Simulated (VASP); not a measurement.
# CsH (I4mm) in VASP: a series of runs

The runs below take CsH through single point, with r2SCAN.

Everything below comes from runs of VASP 6.6.1. Logs are shortened: lines on timing, memory, paths and dates and some standing lists are left out, and cuts for length are marked.

## Step 1: The cell of the first run

The structure is tetragonal, space group I4mm (No. 107). The conventional cell has a = 4.509 Å, b = 4.509 Å, c = 6.376 Å, α = 90.00°, β = 90.00°, γ = 90.00°. Within 4.1 Å of Cs (site symmetry 4mm) lie 6 H at 3.11 to 3.26 Å. H (site symmetry 4mm) has 6 Cs at 3.11 to 3.26 Å within 4.1 Å.

## Step 2: Single point, r2SCAN (all Cs atoms moved +0.075 Å, as atom 1 along Cartesian [0 0 1])

POSCAR

```
CsH
1.0
    0.0000000000      3.1880000000      3.1880000000
    3.1880000000      0.0000000000      3.1880000000
    3.1880000000      3.1880000000      0.0000000000
Cs H
1 1
Direct
    0.0117628607      0.0117628607     -0.0117628607
    0.5000000000      0.5000000000      0.5000000000
```

INCAR.step1

```
SYSTEM = CsH
  PREC = Accurate
  ENCUT = 520
  ISMEAR = 0
  SIGMA = 0.05
  LREAL = .False.
  LASPH = .True.
  NELM = 60
  NBANDS = 12
  GGA = PE
  ALGO = Normal
  EDIFF = 1E-4
  LWAVE = .True.
  LCHARG = .False.
```

INCAR.step2

```
SYSTEM = CsH
  PREC = Accurate
  ENCUT = 520
  EDIFF = 1E-7
  ISMEAR = 0
  SIGMA = 0.05
  LREAL = .False.
  LASPH = .True.
  NELM = 60
  ALGO = Normal
  ISIF = 2
  LWAVE = .False.
  LCHARG = .True.
  METAGGA = R2SCAN
  LMIXTAU = .True.
  LELF = .True.
  LVHAR = .True.
  NBANDS = 12
  ISTART = 1
```

KPOINTS

```
regular mesh
0
Gamma
  6 6 6
  0 0 0
```

Potentials or basis: VASP PAW PBE potentials, release 64 (Cs_sv, H).

The run is started by

```bash
$ cat potpaw_PBE.64/Cs_sv/POTCAR potpaw_PBE.64/H/POTCAR > POTCAR
$ cp INCAR.step1 INCAR
$ mpirun -np 1 vasp_std > vasp.out
$ cp INCAR.step2 INCAR
$ mpirun -np 1 vasp_std > vasp.out
```

OUTCAR:

```text
SYSTEM = CsH
   PREC = Accurate
   ENCUT = 520
   EDIFF = 1E-7
   ISMEAR = 0
   LREAL = .False.
   LASPH = .True.
   NELM = 60
   ISIF = 2
   METAGGA = R2SCAN
   ISTART = 1

 ion  position               nearest neighbor table
   1  0.012  0.012  0.988-
   2  0.500  0.500  0.500-

  LATTYP: Found a face centered cubic cell.
 ALAT       =     6.3760000000

  Lattice vectors:

 A1 = (   0.0000000000,   3.1880000000,   3.1880000000)
 A2 = (   3.1880000000,   0.0000000000,   3.1880000000)
 A3 = (   3.1880000000,   3.1880000000,   0.0000000000)

Analysis of symmetry for initial positions (statically):
=====================================================================
 Subroutine PRICEL returns:
 Original cell was already a primitive cell.

 Routine SETGRP: Setting up the symmetry group for a
 face centered cubic supercell.

 Subroutine GETGRP returns: Found  8 space group operations
 (whereof  8 operations were pure point group operations)
 out of a pool of 48 trial point group operations.

The static configuration has the point symmetry C_4v.

Analysis of symmetry for dynamics (positions and initial velocities):
=====================================================================
 Subroutine PRICEL returns:
 Original cell was already a primitive cell.

 Routine SETGRP: Setting up the symmetry group for a
 face centered cubic supercell.

 Subroutine GETGRP returns: Found  8 space group operations
 (whereof  8 operations were pure point group operations)
 out of a pool of 48 trial point group operations.

The dynamic configuration has the point symmetry C_4v.

 Subroutine INISYM returns: Found  8 space group operations
 (whereof  8 operations are pure point group operations),
 and found     1 'primitive' translations

----------------------------------------------------------------------------------------

                                     Primitive cell

  volume of cell :      64.8015

  direct lattice vectors                    reciprocal lattice vectors
     0.000000000  3.188000000  3.188000000    -0.156838143  0.156838143  0.156838143
     3.188000000  0.000000000  3.188000000     0.156838143 -0.156838143  0.156838143
     3.188000000  3.188000000  0.000000000     0.156838143  0.156838143 -0.156838143

  length of vectors
     4.508512837  4.508512837  4.508512837     0.271651632  0.271651632  0.271651632

  position of ions in fractional coordinates (direct lattice)
     0.011762861  0.011762861  0.988237139
     0.500000000  0.500000000  0.500000000

  ion indices of the primitive-cell ions
   primitive index   ion index
                 1           1
                 2           2

----------------------------------------------------------------------------------------

 KPOINTS: regular mesh

Automatic generation of k-mesh.
 Grid dimensions read from file:
 generate k-points for:    6    6    6

 Generating k-lattice:

  Cartesian coordinates                     Fractional coordinates (reciprocal lattice)
    -0.026139691  0.026139691  0.026139691     0.166666667  0.000000000  0.000000000
     0.026139691 -0.026139691  0.026139691     0.000000000  0.166666667  0.000000000
     0.026139691  0.026139691 -0.026139691     0.000000000  0.000000000  0.166666667

  Length of vectors
     0.045275272  0.045275272  0.045275272

  Shift w.r.t. Gamma in fractional coordinates (k-lattice)
     0.000000000  0.000000000  0.000000000

 Subroutine IBZKPT returns following result:
 ===========================================

 Found     30 irreducible k-points:

 Following reciprocal coordinates:
            Coordinates               Weight
  0.000000  0.000000  0.000000      1.000000
  0.166667  0.000000  0.000000      8.000000
  0.333333  0.000000  0.000000      8.000000
  0.500000  0.000000  0.000000      4.000000
  0.166667  0.166667  0.000000      2.000000
  0.000000  0.166667  0.166667      4.000000
[... 16 lines left out ...]
  0.500000  0.333333  0.166667      8.000000
  0.166667  0.500000  0.333333      8.000000
 [... further k-points ...]
   k-points           NKPTS =     30   k-points in BZ     NKDIM =     30   number of bands    NBANDS=     12
   number of dos      NEDOS =    301   number of ions     NIONS =      2
   total plane-waves  NPLWV =  46656
   dimension x,y,z NGX =    36 NGY =   36 NGZ =   36
   dimension x,y,z NGXF=    72 NGYF=   72 NGZF=   72
   ions per type =               1   1
   NGX,Y,Z   is equivalent  to a cutoff of  13.27, 13.27, 13.27 a.u.
   NGXF,Y,Z  is equivalent  to a cutoff of  26.55, 26.55, 26.55 a.u.
 SYSTEM =  CsH
   PREC   = accura    normal or accurate (medium, high low for compatibility)
   ISTART =      1    job   : 0-new  1-cont  2-samecut
   ICHARG =      0    charge: 1-file 2-atom 10-const
   ISPIN  =      1    spin polarized calculation?
   LNONCOLLINEAR =      F non collinear calculations
   LSORBIT =      F    spin-orbit coupling
   LASPH  =      T    aspherical Exc in radial PAW
   ENCUT  =  520.0 eV  38.22 Ry    6.18 a.u.   8.38  8.38  8.38*2*pi/ulx,y,z
   NELM   =     60;   NELMIN=  2; NELMDL=  0     # of ELM steps
   EDIFF  = 0.1E-06   stopping-criterion for ELM
   LREAL  =      F    real-space projection
   EDIFFG = 0.1E-05   stopping-criterion for IOM
   NSW    =      0    number of steps for IOM
   IBRION =     -1    ionic relax: 0-MD 1-quasi-New 2-CG
   NFREE  =      0    steps in history (QN), initial steepest desc. (CG)
   ISIF   =      2    stress and relaxation
   ISYM   =      2    0-nonsym 1-usesym 2-fastsym
   POTIM  = 0.5000    time-step for ionic-motion
   TEBEG  =    0.0;   TEEND  =   0.0 temperature during run
   PSTRESS=    0.0 pullay stress
   NELECT =      10.0000    total number of electrons
   NUPDOWN=      -1.0000    fix difference up-down
   EMIN   =  10.00;   EMAX   =-10.00  energy-range for DOS
   EFERMI =   0.00;   METHOD = LEGACY
   ISMEAR =     0;   SIGMA  =   0.05  broadening in eV -4-tet -1-fermi 0-gaus
   EFERMI_NEDOS =   21; number of points for ismear=-14 and -15
   IALGO  =     38    algorithm
   IMIX   =      4    mixing-type and parameters
     AMIX     =   0.40;   BMIX     =  1.00
     AMIX_MAG =   1.60;   BMIX_MAG =  1.00
  volume/ion in A,a.u.               =      32.40       218.65
  Fermi-wavevector in a.u.,A,eV,Ry     =   0.878105  1.659378 10.491026  0.771069
  Thomas-Fermi vector in A             =   1.998146
   LORBIT       =      0    0 simple, 1 ext, 2 COOP (PROOUT), +10 PAW based schemes
   METAGGA = R2SCAN    functional components
   LHFCALC =     F    Hartree Fock is set to
   AEXX    =    0.0000 exact exchange contribution
   IVDW    =     0    specifies the selected vdW correction
   LEPSILON=     F    determine dielectric tensor
   LRPA    =     F    only Hartree local field effects (RPA)
 non-spin polarized calculation
 Gauss-broadening in eV      SIGMA  =   0.05
  energy-cutoff  :      520.00
  volume of cell :       64.80
 maximum number of plane-waves:      1807
 NGX is ok and might be reduce to    36
   NGX = 17   NGY = 17   NGZ = 17

 number of electron      10.0000000 magnetization

 Free energy of the ion-electron system (eV)
  ---------------------------------------------------
  ext. energy  EPLUGINS =         0.00000000
  ---------------------------------------------------
  free energy    TOTEN  =       -28.98704053 eV

  energy without entropy =      -28.98704053  energy(sigma->0) =      -28.98704053

 E-fermi :   0.1061     XC(G=0):  -7.5569

 val. band max:       -0.1147648842   @ k =   0.5000   0.0000   0.0000
 cond. band min:       2.5532636130   @ k =   0.5000   0.0000   0.0000
 fundamental gap:      2.6680284971
 Fermi energy:         0.1060632534

 k-point     1 :       0.0000    0.0000    0.0000
  band No.  band energies     occupation
      1     -22.1846      2.00000
      2      -8.2703      2.00000
      3      -8.2703      2.00000
      4      -8.2698      2.00000
      5      -1.7618      2.00000
      6       5.5759      0.00000
      7       5.5759      0.00000
      8       5.5771      0.00000
      9       6.2151      0.00000
     10       7.4829      0.00000
     11       7.4862      0.00000
     12       9.1221      0.00000

 k-point     2 :       0.1667    0.0000    0.0000
  band No.  band energies     occupation
      1     -22.1645      2.00000
      2      -8.5039      2.00000
      3      -8.2937      2.00000
      4      -8.2933      2.00000
      5      -1.3687      2.00000
      6       4.6633      0.00000
      7       5.7250      0.00000
      8       5.7308      0.00000
      9       6.0824      0.00000
     10       7.0428      0.00000
     11       7.0483      0.00000
     12      10.2825      0.00000

 k-point     3 :       0.3333    0.0000    0.0000
  band No.  band energies     occupation
      1     -22.1240      2.00000
      2      -8.9195      2.00000
      3      -8.3398      2.00000
      4      -8.3393      2.00000
      5      -0.5711      2.00000
      6       3.2227      0.00000
      7       5.3933      0.00000
      8       5.3952      0.00000
      9       6.7169      0.00000
     10       7.7396      0.00000
     11       7.7401      0.00000
     12      12.0670      0.00000

 k-point     4 :       0.5000    0.0000    0.0000
  band No.  band energies     occupation
      1     -22.1034      2.00000
      2      -9.1077      2.00000
      3      -8.3624      2.00000
      4      -8.3619      2.00000
      5      -0.1148      2.00000
      6       2.5533      0.00000
      7       5.1414      0.00000
      8       5.1418      0.00000
      9       7.6778      0.00000
     10       8.7628      0.00000
     11       8.7649      0.00000
     12      10.2896      0.00000

 k-point     5 :       0.1667    0.1667    0.0000
  band No.  band energies     occupation
      1     -22.1579      2.00000
      2      -8.4958      2.00000
      3      -8.3397      2.00000
      4      -8.3397      2.00000
      5      -1.3111      2.00000
      6       4.7328      0.00000
      7       5.1147      0.00000
      8       5.9614      0.00000
      9       5.9614      0.00000
     10       7.1785      0.00000
     11       7.7683      0.00000
     12      10.7249      0.00000
[... 228 lines left out ...]
      1     -22.0777      2.00000
      2      -8.9784      2.00000
      3      -8.5397      2.00000
      4      -8.5397      2.00000
      5      -1.2598      2.00000
      6       3.3885      0.00000
      7       5.9544      0.00000
      8       8.5382      0.00000
      9       8.8706      0.00000
     10       8.8706      0.00000
     11       8.9405      0.00000
     12       9.2573      0.00000

 k-point    22 :       0.0000    0.5000    0.5000
  band No.  band energies     occupation
      1     -22.0778      2.00000
      2      -8.9782      2.00000
      3      -8.5396      2.00000
      4      -8.5395      2.00000
      5      -1.2604      2.00000
      6       3.3875      0.00000
      7       5.9642      0.00000
      8       8.4077      0.00000
      9       8.8728      0.00000
     10       8.9280      0.00000
     11       9.0064      0.00000
     12       9.2570      0.00000

 k-point    23 :       0.5000    0.3333    0.1667
  band No.  band energies     occupation
      1     -22.0974      2.00000
      2      -8.8816      2.00000
      3      -8.5798      2.00000
      4      -8.4369      2.00000
      5      -0.7271      2.00000
      6       4.1067      0.00000
      7       4.1129      0.00000
      8       6.1784      0.00000
      9       7.3432      0.00000
     10       8.3095      0.00000
     11       9.3305      0.00000
     12      10.5984      0.00000

 k-point    24 :       0.1667    0.5000    0.3333
  band No.  band energies     occupation
      1     -22.0974      2.00000
      2      -8.8815      2.00000
      3      -8.5798      2.00000
      4      -8.4368      2.00000
      5      -0.7275      2.00000
      6       4.1060      0.00000
      7       4.1148      0.00000
      8       6.1730      0.00000
      9       7.3441      0.00000
     10       8.3119      0.00000
     11       9.3294      0.00000
     12      10.5999      0.00000

 [... further k-points ...]
[... 5 lines left out ...]
  --------------------------------------------------------------------------------------
  -------------------------------------------------------------------------------------
  Total        0.0135435      0.0135435      0.0382338      0.0000000     -0.0000000     -0.0000000
  in kB        0.3348545      0.3348545      0.9453066      0.0000000     -0.0000000     -0.0000000
  external PRESSURE =       0.5383385 kB  Pullay stress =       0.0000000 kB

 VOLUME and BASIS-vectors are now :
 -----------------------------------------------------------------------------
  energy-cutoff  :      520.00
  volume of cell :       64.80
      direct lattice vectors                 reciprocal lattice vectors
     0.000000000  3.188000000  3.188000000    -0.156838143  0.156838143  0.156838143
     3.188000000  0.000000000  3.188000000     0.156838143 -0.156838143  0.156838143
     3.188000000  3.188000000  0.000000000     0.156838143  0.156838143 -0.156838143

 POSITION                                       TOTAL-FORCE (eV/Angst)
 -----------------------------------------------------------------------------------
      3.18800      3.18800      0.07500         0.000000      0.000000     -0.046234
      3.18800      3.18800      3.18800         0.000000      0.000000      0.046234
 -----------------------------------------------------------------------------------
    total drift:                               -0.000000     -0.000000     -0.000116

  FREE ENERGIE OF THE ION-ELECTRON SYSTEM (eV)
  ---------------------------------------------------
  free  energy   TOTEN  =       -28.9870405310 eV

  energy  without entropy=      -28.9870405310  energy(sigma->0) =      -28.98704053
```

It took 45 s on 1 thread of Intel Xeon 6975P-C (Granite Rapids), shared host; peak memory 0.22 GiB.

What came out:

```yaml
Free_energy: -28.9870 eV
Pressure: 0.1 GPa
Largest_force: 0.046 eV/Å
Band_gap_on_the_k_mesh: 2.67 eV, direct
```

Forces in eV/Å, atoms in the order of the input:
```
Cs   0.000  0.000 -0.046
H    0.000  0.000  0.046
```

Levels at points of the mesh, in eV from the valence-band top:
```
           k point  band 2  band 3  band 4  band 5  band 6  band 7  band 8  band 9
(0.00, 0.00, 0.00)   -8.16   -8.16   -8.15   -1.65    5.69    5.69    5.69    6.33
(0.50, 0.00, 0.00)   -8.99   -8.25   -8.25    0.00    2.67    5.26    5.26    7.79
(0.50, 0.50, 0.00)   -8.86   -8.42   -8.42   -1.15    3.50    6.07    8.65    8.99
(0.00, 0.50, 0.50)   -8.86   -8.42   -8.42   -1.15    3.50    6.08    8.52    8.99
```

Caveat: the cell differs from its parent crystal (all Cs atoms moved +0.075 Å, as atom 1 along Cartesian [0 0 1]); the PAW data sets were made with another functional, which shifts forces and pressure a little; spin-orbit coupling is left out, which moves the levels of the heavy elements.

## Step 3: Single point, r2SCAN (all Cs atoms moved +0.025 Å, as atom 1 along Cartesian [0 0 1])

POSCAR: that of step 2 with these lines changed.

```diff
@@ -8,3 +8,3 @@
 Direct
-    0.0117628607      0.0117628607     -0.0117628607
+    0.0039209536      0.0039209536     -0.0039209536
     0.5000000000      0.5000000000      0.5000000000
```

INCAR.step1

```
PREC = Accurate
ENCUT = 520
ISMEAR = 0
SIGMA = 0.05
LREAL = F
LASPH = T
NELM = 100
NBANDS = 12
GGA = PE
ALGO = Normal
EDIFF = 1E-4
LWAVE = T
LCHARG = F
```

INCAR.step2

```
PREC = Accurate
ENCUT = 520
EDIFF = 1E-7
ISMEAR = 0
SIGMA = 0.05
LREAL = F
LASPH = T
NELM = 100
ALGO = Normal
ISIF = 2
LWAVE = F
LCHARG = F
METAGGA = R2SCAN
LMIXTAU = T
NBANDS = 12
ISTART = 1
```

KPOINTS

```
regular mesh
0
Gamma
  6 6 6
```

Potentials or basis: VASP PAW PBE potentials, release 64 (Cs_sv, H).

The run is started by

```bash
$ cat potpaw_PBE.64/Cs_sv/POTCAR potpaw_PBE.64/H/POTCAR > POTCAR
$ cp INCAR.step1 INCAR
$ mpirun -np 1 vasp_std > vasp.out
$ cp INCAR.step2 INCAR
$ mpirun -np 1 vasp_std > vasp.out
```

Wall time 46 s (1 thread of Intel Xeon 6975P-C (Granite Rapids), shared host); peak memory 0.22 GiB.

The run converged. Its results:

- Free energy: -28.9886 eV
- Pressure: 0.0 GPa
- Largest force: 0.015 eV/Å
- Band gap on the k mesh: 2.66 eV, direct

Forces in eV/Å, atoms in the order of the input:
```
Cs   0.000  0.000 -0.015
H    0.000  0.000  0.015
```

Levels at points of the mesh, in eV from the valence-band top:
```tsv
k point	band 3	band 4	band 5	band 6	band 7	band 8
(0.00, 0.00, 0.00)	-8.16	-8.16	-1.65	5.69	5.69	5.69
(0.50, 0.00, 0.00)	-8.25	-8.25	0.00	2.66	5.25	5.25
(0.50, 0.50, 0.00)	-8.43	-8.43	-1.15	3.50	6.08	8.64
(0.00, 0.50, 0.50)	-8.43	-8.43	-1.15	3.50	6.08	8.62
```

Caveat: the cell differs from its parent crystal (all Cs atoms moved +0.025 Å, as atom 1 along Cartesian [0 0 1]); the PAW data sets were made with another functional, which shifts forces and pressure a little; spin-orbit coupling is left out, which moves the levels of the heavy elements.
